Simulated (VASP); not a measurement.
# Re (P6/mmm) in VASP: a series of runs

The runs below take Re through single point, relaxation of cell and atoms, with PBE.

Program: VASP 6.6.1. These are calculated values, not measurements. Logs are shortened: lines on timing, memory, paths and dates and some standing lists are left out, and cuts for length are marked.

### Step 1. The cell of the first run

Symmetry: P6/mmm, No. 191, hexagonal system. The conventional cell has a = 4.379 Å, b = 4.379 Å, c = 2.745 Å, α = 90.00°, β = 90.00°, γ = 120.00°. Within 3.3 Å of Re (site symmetry -6m2) lie 11 Re at 2.53 to 2.88 Å. Re (site symmetry 6/mmm) has 14 Re at 2.74 to 2.88 Å within 3.6 Å.

This isn't the form of Re at room conditions, which is hcp.

### Step 2. Single point, PBE

INCAR

```
ALGO = Normal
EDIFF = 1E-6
ENCUT = 500
GGA = PE
GGA_COMPAT = F
ISIF = 2
ISMEAR = 0
LASPH = T
LCHARG = F
LREAL = F
LWAVE = F
NBANDS = 30
NELM = 120
PREC = Accurate
SIGMA = 0.1
```

KPOINTS

```
k-points
0
Gamma
  12 12 16
```

POSCAR

```
Re
1.0
    4.3794615363      0.0000000000      0.0000000000
   -2.1897307681      3.7927249453      0.0000000000
    0.0000000000      0.0000000000      2.7445114445
Re
3
Direct
    0.3333333333      0.6666666667      0.5000000000
    0.0000000000      0.0000000000      0.0000000000
    0.6666666667      0.3333333333      0.5000000000
```

Potentials or basis: VASP PAW PBE potentials, release 64 (Re_sv_GW).

Started as:

```
$ cat potpaw_PBE.64/Re_sv_GW/POTCAR > POTCAR
$ mpirun -np 1 vasp_std > vasp.out
```

OUTCAR:

```text
EDIFF = 1E-6
   ENCUT = 500
   GGA = PE
   ISIF = 2
   ISMEAR = 0
   LASPH = T
   LREAL = F
   NELM = 120
   PREC = Accurate

 ion  position               nearest neighbor table
   1  0.333  0.667  0.500-   3 2.53   3 2.53   3 2.53   2 2.88   2 2.88   2 2.88   2 2.88   2 2.88
                             2 2.88
   2  0.000  0.000  0.000-   1 2.88   3 2.88   1 2.88   3 2.88   1 2.88   1 2.88   3 2.88   3 2.88
                             3 2.88   3 2.88   1 2.88   1 2.88
   3  0.667  0.333  0.500-   1 2.53   1 2.53   1 2.53   2 2.88   2 2.88   2 2.88   2 2.88   2 2.88
                             2 2.88

  LATTYP: Found a hexagonal cell.
 ALAT       =     4.3794615363
 C/A-ratio  =     0.6266778283

  Lattice vectors:

 A1 = (   4.3794615363,   0.0000000000,   0.0000000000)
 A2 = (  -2.1897307681,   3.7927249453,   0.0000000000)
 A3 = (   0.0000000000,   0.0000000000,   2.7445114445)

Analysis of symmetry for initial positions (statically):
=====================================================================
 Subroutine PRICEL returns:
 Original cell was already a primitive cell.

 Routine SETGRP: Setting up the symmetry group for a
 hexagonal supercell.

 Subroutine GETGRP returns: Found 24 space group operations
 (whereof 24 operations were pure point group operations)
 out of a pool of 24 trial point group operations.

The static configuration has the point symmetry D_6h.

Analysis of symmetry for dynamics (positions and initial velocities):
=====================================================================
 Subroutine PRICEL returns:
 Original cell was already a primitive cell.

 Routine SETGRP: Setting up the symmetry group for a
 hexagonal supercell.

 Subroutine GETGRP returns: Found 24 space group operations
 (whereof 24 operations were pure point group operations)
 out of a pool of 24 trial point group operations.

The dynamic configuration has the point symmetry D_6h.

 Subroutine INISYM returns: Found 24 space group operations
 (whereof 24 operations are pure point group operations),
 and found     1 'primitive' translations

----------------------------------------------------------------------------------------

                                     Primitive cell

  volume of cell :      45.5866

  direct lattice vectors                    reciprocal lattice vectors
     4.379461536  0.000000000  0.000000000     0.228338574  0.131831337  0.000000000
    -2.189730768  3.792724945  0.000000000     0.000000000  0.263662674  0.000000000
     0.000000000  0.000000000  2.744511445     0.000000000  0.000000000  0.364363574

  length of vectors
     4.379461536  4.379461536  2.744511445     0.263662674  0.263662674  0.364363574

  position of ions in fractional coordinates (direct lattice)
     0.333333333  0.666666667  0.500000000
     0.000000000  0.000000000  0.000000000
     0.666666667  0.333333333  0.500000000

  ion indices of the primitive-cell ions
   primitive index   ion index
                 1           1
                 2           2
                 3           3

----------------------------------------------------------------------------------------

 KPOINTS: k-points

Automatic generation of k-mesh.
 Grid dimensions read from file:
 generate k-points for:   12   12   16

 Generating k-lattice:

  Cartesian coordinates                     Fractional coordinates (reciprocal lattice)
     0.019028214  0.010985945  0.000000000     0.083333333  0.000000000  0.000000000
     0.000000000  0.021971889  0.000000000     0.000000000  0.083333333  0.000000000
     0.000000000  0.000000000  0.022772723     0.000000000  0.000000000  0.062500000

  Length of vectors
     0.021971889  0.021971889  0.022772723

  Shift w.r.t. Gamma in fractional coordinates (k-lattice)
     0.000000000  0.000000000  0.000000000

 Subroutine IBZKPT returns following result:
 ===========================================

 Found    171 irreducible k-points:

 Following reciprocal coordinates:
            Coordinates               Weight
  0.000000  0.000000  0.000000      1.000000
  0.083333 -0.000000  0.000000      6.000000
  0.166667  0.000000  0.000000      6.000000
  0.250000  0.000000  0.000000      6.000000
  0.333333 -0.000000  0.000000      6.000000
  0.416667 -0.000000  0.000000      6.000000
[... 16 lines left out ...]
  0.250000  0.000000  0.062500     12.000000
  0.333333 -0.000000  0.062500     12.000000
 [... further k-points ...]
   k-points           NKPTS =    171   k-points in BZ     NKDIM =    171   number of bands    NBANDS=     30
   number of dos      NEDOS =    301   number of ions     NIONS =      3
   total plane-waves  NPLWV =  20480
   dimension x,y,z NGX =    32 NGY =   32 NGZ =   20
   dimension x,y,z NGXF=    64 NGYF=   64 NGZF=   40
   ions per type =               3
   NGX,Y,Z   is equivalent  to a cutoff of  12.15, 12.15, 12.11 a.u.
   NGXF,Y,Z  is equivalent  to a cutoff of  24.29, 24.29, 24.23 a.u.
 SYSTEM =  unknown system
   PREC   = accura    normal or accurate (medium, high low for compatibility)
   ISTART =      0    job   : 0-new  1-cont  2-samecut
   ICHARG =      2    charge: 1-file 2-atom 10-const
   ISPIN  =      1    spin polarized calculation?
   LNONCOLLINEAR =      F non collinear calculations
   LSORBIT =      F    spin-orbit coupling
   LASPH  =      T    aspherical Exc in radial PAW
   ENCUT  =  500.0 eV  36.75 Ry    6.06 a.u.   7.98  7.98  5.00*2*pi/ulx,y,z
   NELM   =    120;   NELMIN=  2; NELMDL= -5     # of ELM steps
   EDIFF  = 0.1E-05   stopping-criterion for ELM
   LREAL  =      F    real-space projection
   EDIFFG = 0.1E-04   stopping-criterion for IOM
   NSW    =      0    number of steps for IOM
   IBRION =     -1    ionic relax: 0-MD 1-quasi-New 2-CG
   NFREE  =      0    steps in history (QN), initial steepest desc. (CG)
   ISIF   =      2    stress and relaxation
   ISYM   =      2    0-nonsym 1-usesym 2-fastsym
   POTIM  = 0.5000    time-step for ionic-motion
   TEBEG  =    0.0;   TEEND  =   0.0 temperature during run
   PSTRESS=    0.0 pullay stress
   NELECT =      45.0000    total number of electrons
   NUPDOWN=      -1.0000    fix difference up-down
   EMIN   =  10.00;   EMAX   =-10.00  energy-range for DOS
   EFERMI =   0.00;   METHOD = LEGACY
   ISMEAR =     0;   SIGMA  =   0.10  broadening in eV -4-tet -1-fermi 0-gaus
   EFERMI_NEDOS =   21; number of points for ismear=-14 and -15
   IALGO  =     38    algorithm
   IMIX   =      4    mixing-type and parameters
     AMIX     =   0.40;   BMIX     =  1.00
     AMIX_MAG =   1.60;   BMIX_MAG =  1.00
  volume/ion in A,a.u.               =      15.20       102.54
  Fermi-wavevector in a.u.,A,eV,Ry     =   1.630046  3.080341 36.151377  2.657051
  Thomas-Fermi vector in A             =   2.722412
   LORBIT       =      0    0 simple, 1 ext, 2 COOP (PROOUT), +10 PAW based schemes
   GGA     = PE    functional components
   LHFCALC =     F    Hartree Fock is set to
   AEXX    =    0.0000 exact exchange contribution
   IVDW    =     0    specifies the selected vdW correction
   LEPSILON=     F    determine dielectric tensor
   LRPA    =     F    only Hartree local field effects (RPA)
 non-spin polarized calculation
 Gauss-broadening in eV      SIGMA  =   0.10
  energy-cutoff  :      500.00
  volume of cell :       45.59
 maximum number of plane-waves:      1179
 NGX is ok and might be reduce to    32
   NGX = 15   NGY = 15   NGZ = 11

 number of electron      44.9999994 magnetization

 Free energy of the ion-electron system (eV)
  ---------------------------------------------------
  ext. energy  EPLUGINS =         0.00000000
  ---------------------------------------------------
  free energy    TOTEN  =       -41.62807511 eV

  energy without entropy =      -41.61469670  energy(sigma->0) =      -41.62138590

 E-fermi :  12.5306     XC(G=0): -14.0145

 val. band max:       12.5291803280   @ k =   0.3333   0.0833   0.2500
 cond. band min:      12.5353739202   @ k =   0.2500   0.1667   0.2500
 fundamental gap:      0.0061935922
 Fermi energy:        12.5305850909

 k-point     1 :       0.0000    0.0000    0.0000
  band No.  band energies     occupation
      1     -67.3581      2.00000
      2     -67.2652      2.00000
      3     -67.1554      2.00000
      4     -29.5823      2.00000
      5     -29.5823      2.00000
      6     -29.2637      2.00000
[... 22 lines left out ...]
     29      20.6043      0.00000
     30      22.1652      0.00000

 k-point     2 :       0.0833   -0.0000    0.0000
  band No.  band energies     occupation
      1     -67.3553      2.00000
      2     -67.2655      2.00000
      3     -67.1581      2.00000
      4     -29.6087      2.00000
      5     -29.5922      2.00000
      6     -29.2338      2.00000
[... 22 lines left out ...]
     29      20.7004      0.00000
     30      21.9194      0.00000

 k-point     3 :       0.1667    0.0000    0.0000
  band No.  band energies     occupation
      1     -67.3471      2.00000
      2     -67.2665      2.00000
      3     -67.1655      2.00000
      4     -29.6654      2.00000
      5     -29.6007      2.00000
      6     -29.1670      2.00000
[... 22 lines left out ...]
     29      20.1658      0.00000
     30      20.7061      0.00000

 k-point     4 :       0.2500    0.0000    0.0000
  band No.  band energies     occupation
      1     -67.3349      2.00000
      2     -67.2678      2.00000
      3     -67.1771      2.00000
      4     -29.7250      2.00000
      5     -29.5820      2.00000
      6     -29.0919      2.00000
[... 22 lines left out ...]
     29      18.8493      0.00000
     30      19.4563      0.00000

 k-point     5 :       0.3333   -0.0000    0.0000
  band No.  band energies     occupation
      1     -67.3208      2.00000
      2     -67.2683      2.00000
      3     -67.1907      2.00000
      4     -29.7734      2.00000
      5     -29.5252      2.00000
      6     -29.0363      2.00000
[... 22 lines left out ...]
     29      17.5429      0.00000
     30      18.3095      0.00000
[... 526 lines left out ...]
     29      20.6307      0.00000
     30      22.0651      0.00000

 k-point    22 :       0.1667    0.0000    0.0625
  band No.  band energies     occupation
      1     -67.3449      2.00000
      2     -67.2658      2.00000
      3     -67.1641      2.00000
      4     -29.6601      2.00000
      5     -29.5960      2.00000
      6     -29.1631      2.00000
[... 22 lines left out ...]
     29      20.2354      0.00000
     30      20.8367      0.00000

 k-point    23 :       0.2500    0.0000    0.0625
  band No.  band energies     occupation
      1     -67.3327      2.00000
      2     -67.2668      2.00000
      3     -67.1755      2.00000
      4     -29.7185      2.00000
      5     -29.5768      2.00000
      6     -29.0898      2.00000
[... 22 lines left out ...]
     29      18.9229      0.00000
     30      19.6051      0.00000

 k-point    24 :       0.3333   -0.0000    0.0625
  band No.  band energies     occupation
      1     -67.3189      2.00000
      2     -67.2672      2.00000
      3     -67.1893      2.00000
      4     -29.7662      2.00000
      5     -29.5220      2.00000
      6     -29.0461      2.00000
[... 22 lines left out ...]
     29      17.6220      0.00000
     30      18.4702      0.00000

 [... further k-points ...]
[... 5 lines left out ...]
  --------------------------------------------------------------------------------------
  -------------------------------------------------------------------------------------
  Total       -0.6750395     -0.6750395     -0.6896256     -0.0000000      0.0000000      0.0000000
  in kB      -23.7248061    -23.7248061    -24.2374459     -0.0000000      0.0000000      0.0000000
  external PRESSURE =     -23.8956860 kB  Pullay stress =       0.0000000 kB

 VOLUME and BASIS-vectors are now :
 -----------------------------------------------------------------------------
  energy-cutoff  :      500.00
  volume of cell :       45.59
      direct lattice vectors                 reciprocal lattice vectors
     4.379461536  0.000000000  0.000000000     0.228338574  0.131831337  0.000000000
    -2.189730768  3.792724945  0.000000000     0.000000000  0.263662674  0.000000000
     0.000000000  0.000000000  2.744511445     0.000000000  0.000000000  0.364363574

 POSITION                                       TOTAL-FORCE (eV/Angst)
 -----------------------------------------------------------------------------------
     -0.00000      2.52848      1.37226        -0.000000      0.000000      0.000000
      0.00000      0.00000      0.00000        -0.000000      0.000000      0.000000
      2.18973      1.26424      1.37226         0.000000      0.000000     -0.000000
 -----------------------------------------------------------------------------------
    total drift:                               -0.000000      0.000000      0.000000

  FREE ENERGIE OF THE ION-ELECTRON SYSTEM (eV)
  ---------------------------------------------------
  free  energy   TOTEN  =       -41.6280751071 eV

  energy  without entropy=      -41.6146966970  energy(sigma->0) =      -41.62138590
```

It took 64 s on 1 thread of Intel Xeon 6975P-C (Granite Rapids), shared host; peak memory 0.29 GiB.

Results:

| Item | Value |
| --- | --- |
| Free energy | -41.6281 eV |
| Pressure | -2.4 GPa |
| Band gap on the k mesh | zero (an odd number of electrons rules out a gap without spin polarisation) |

Caveat: spin-orbit coupling is left out, which moves the levels of the heavy elements.

### Step 3. Relaxation of cell and atoms, PBE

INCAR

```
SYSTEM = Re
  PREC = Accurate
  ENCUT = 600
  EDIFF = 1E-6
  ISMEAR = 0
  SIGMA = 0.1
  LREAL = .FALSE.
  LASPH = .TRUE.
  NELM = 100
  ALGO = Fast
  ISIF = 3
  LWAVE = .FALSE.
  LCHARG = .FALSE.
  GGA = PE
  IBRION = 2
  NSW = 100
  EDIFFG = -0.01
```

KPOINTS

```
Automatic mesh
0
G
  12 12 16
  0 0 0
```

POSCAR

```
Re
1.0
    4.3849637785      0.0000000000      0.0000000000
   -2.1924818892      3.7974900268      0.0000000000
    0.0000000000      0.0000000000      2.7350445701
Re
3
Direct
    0.3333333333      0.6666666667      0.5000000000
    0.0000000000      0.0000000000      0.0000000000
    0.6666666667      0.3333333333      0.5000000000
```

Potentials or basis: VASP PAW PBE potentials, release 64 (Re).

Started as:

```
$ cat potpaw_PBE.64/Re/POTCAR > POTCAR
$ mpirun -np 1 vasp_std > vasp.out
```

OUTCAR:

```text
SYSTEM = Re
   PREC = Accurate
   ENCUT = 600
   EDIFF = 1E-6
   ISMEAR = 0
   LREAL = .FALSE.
   LASPH = .TRUE.
   NELM = 100
   ISIF = 3
   GGA = PE
   IBRION = 2
   NSW = 100
   EDIFFG = -0.01

 ion  position               nearest neighbor table
   1  0.333  0.667  0.500-   3 2.53   3 2.53   3 2.53   2 2.88   2 2.88   2 2.88   2 2.88   2 2.88
                             2 2.88
   2  0.000  0.000  0.000-   1 2.88   3 2.88   1 2.88   3 2.88   1 2.88   1 2.88   3 2.88   3 2.88
                             3 2.88   3 2.88   1 2.88   1 2.88
   3  0.667  0.333  0.500-   1 2.53   1 2.53   1 2.53   2 2.88   2 2.88   2 2.88   2 2.88   2 2.88
                             2 2.88

  LATTYP: Found a hexagonal cell.
 ALAT       =     4.3849637785
 C/A-ratio  =     0.6237325342

  Lattice vectors:

[... 344 lines left out ...]
 cond. band min:       7.5455006501   @ k =   0.3333   0.0833   0.2500
 fundamental gap:      0.0056436333
 Fermi energy:         7.5425828513

 k-point     1 :       0.0000    0.0000    0.0000
  band No.  band energies     occupation
      1      -2.1221      2.00000
      2       1.8445      2.00000
      3       4.5012      2.00000
      4       4.7868      2.00000
      5       4.7868      2.00000
      6       4.8034      2.00000
      7       4.8034      2.00000
      8       5.7313      2.00000
      9       6.8041      2.00000
     10       6.8041      2.00000
     11       7.5987      0.42761
     12       7.5987      0.42761
     13       7.6553      0.11104
     14       7.6553      0.11104
[... 377 lines left out ...]
      1      -0.3704      2.00000
      2       1.6566      2.00000
      3       2.5334      2.00000
      4       3.4058      2.00000
      5       3.9358      2.00000
      6       5.0056      2.00000
      7       5.6019      2.00000
      8       6.0091      2.00000
      9       6.1869      2.00000
     10       7.0917      2.00000
     11       7.3070      1.99914
     12       8.3285      0.00000
     13       9.2599      0.00000
     14       9.9292      0.00000

 [... further k-points ...]
[... 5 lines left out ...]
  --------------------------------------------------------------------------------------
  -------------------------------------------------------------------------------------
  Total        0.0027390      0.0027390     -0.0017552      0.0000000      0.0000000      0.0000000
  in kB        0.0964494      0.0964494     -0.0618067      0.0000000      0.0000000      0.0000000
  external PRESSURE =       0.0436974 kB  Pullay stress =       0.0000000 kB
[... 18 lines left out ...]
  FREE ENERGIE OF THE ION-ELECTRON SYSTEM (eV)
  ---------------------------------------------------
  free  energy   TOTEN  =       -36.7749353571 eV

  energy  without entropy=      -36.7616045703  energy(sigma->0) =      -36.76826996

 reached required accuracy - stopping structural energy minimisation
```

OSZICAR:

```text
N       E                     dE             d eps       ncg     rms          rms(c)
DAV:   1     0.118692769582E+03    0.11869E+03   -0.99024E+03  8724   0.193E+03
DAV:   2    -0.183196337360E+02   -0.13701E+03   -0.12550E+03  8924   0.581E+02
DAV:   3    -0.356663391261E+02   -0.17347E+02   -0.16252E+02  8782   0.321E+02
[... 60 lines left out ...]
RMM:   3    -0.367749121745E+02    0.23404E-03   -0.22708E-03  6204   0.907E-01    0.852E-02
RMM:   4    -0.367749316287E+02   -0.19454E-04   -0.28893E-04  6472   0.197E-01    0.530E-02
RMM:   5    -0.367749324563E+02   -0.82759E-06   -0.45452E-05  4657   0.107E-01    0.266E-02
RMM:   6    -0.367749344283E+02   -0.19720E-05   -0.19224E-05  4474   0.903E-02    0.179E-02
RMM:   7    -0.367749353571E+02   -0.92879E-06   -0.65392E-06  3709   0.114E-01
   5 F= -.36774935E+02 E0= -.36768270E+02  d E =-.174860E-03
```

CONTCAR:

```text
Re
   1.00000000000000
     4.3743672365826596   -0.0000000000001397   -0.0000000000000000
    -2.1871836182415723    3.7883131523077895    0.0000000000000000
     0.0000000000000000    0.0000000000000000    2.7456590445280380
  Re
     3
Direct
     0.3333333332999970    0.6666666667000030    0.5000000000000000
     0.0000000000000000    0.0000000000000000    0.0000000000000000
     0.6666666667000030    0.3333333332999970    0.5000000000000000

  0.00000000E+00  0.00000000E+00  0.00000000E+00
  0.00000000E+00  0.00000000E+00  0.00000000E+00
  0.00000000E+00  0.00000000E+00  0.00000000E+00
```

Run time: 3.3 min. Hardware: 1 thread of Intel Xeon 6975P-C (Granite Rapids), shared host; peak memory 0.27 GiB.

What came out:

| Item | Value |
| --- | --- |
| Free energy | -36.7749 eV |
| Relaxed volume | 15.17 Å³/atom |
| Relaxed cell | a = 4.374 Å, b = 4.374 Å, c = 2.746 Å, α = 90.00°, β = 90.00°, γ = 120.00° |
| Space group after relaxing (to 0.1 Å) | P6/mmm (No. 191) |
| Energy gained by relaxing | 0.6 meV/atom |
| Ionic steps | 5 |
| Pressure after relaxing | 0.0 GPa |
| Band gap on the k mesh | zero (an odd number of electrons rules out a gap without spin polarisation) |

The path:
```
step  energy change (eV)  largest force (eV/Å)  pressure (GPa)  volume (Å³)
   1              0.0000                0.0000           -0.48        45.54
   2              0.0022                0.0000            2.28        45.24
   3             -0.0016                0.0000            0.59        45.43
   4             -0.0006                0.0000           -1.43        45.70
   5             -0.0018                0.0000            0.00        45.50
```

Final structure:
```
CELL_PARAMETERS angstrom
4.37437 0.00000 0.00000
-2.18718 3.78831 0.00000
0.00000 0.00000 2.74566
ATOMIC_POSITIONS crystal
Re 0.33333 0.66667 0.50000
Re 0.00000 0.00000 0.00000
Re 0.66667 0.33333 0.50000
```

Caveat: spin-orbit coupling is left out, which moves the levels of the heavy elements.

(Part 1 of 2 ends here.)
